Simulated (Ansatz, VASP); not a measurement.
# ZrPdSe3: VASP beside Ansatz

```xyz
5
Lattice="4.1107 0.0000 0.0000 0.0000 4.1107 0.0000 0.0000 0.0000 6.9518" Properties=species:S:1:pos:R:3 pbc="T T T"
Zr    0.0000    0.0000    1.2547
Pd    2.0553    2.0553    4.6437
Se    0.0000    2.0553    3.1105
Se    2.0553    0.0000    3.1105
Se    2.0553    2.0553    0.2032
```

Change from the starting cell: species swapped into the PrBPt3 type (P4mm, No. 99).

Alike in both runs: functional PBE; k mesh 4 × 4 × 4; occupations gaussian, width 0.1 eV; no spin polarisation.

Ansatz relaxed the structure, and its values are those at the end. VASP's run is a single point on that final structure, the one shown.

|  | VASP | Ansatz |
| --- | --- | --- |
| version | VASP 6.6.1 | Ansatz 0.2.0 |
| potentials or method | VASP PAW PBE potentials, release 64 (Zr_sv, Pd, Se), cutoff 520 eV | scalar-relativistic, plane waves, PAW |
| valence electrons in the cell | 40 | 78 |

```tsv
	VASP	Ansatz	Ansatz less VASP
gap on the k mesh at the Fermi level (eV)	none	none	-
pressure (GPa)	0.1	0.0	-0.08
rms of the force components (eV/Å)	0.004	0.002	-0.0014
```

A gap of «none» marks a metal or a gap that the smearing closes. VASP's potentials hold 40 valence electrons a cell and Ansatz's 78, so a difference there can come from the potentials and not from the codes.

The k mesh is coarse, so the values compare programs but aren't converged.
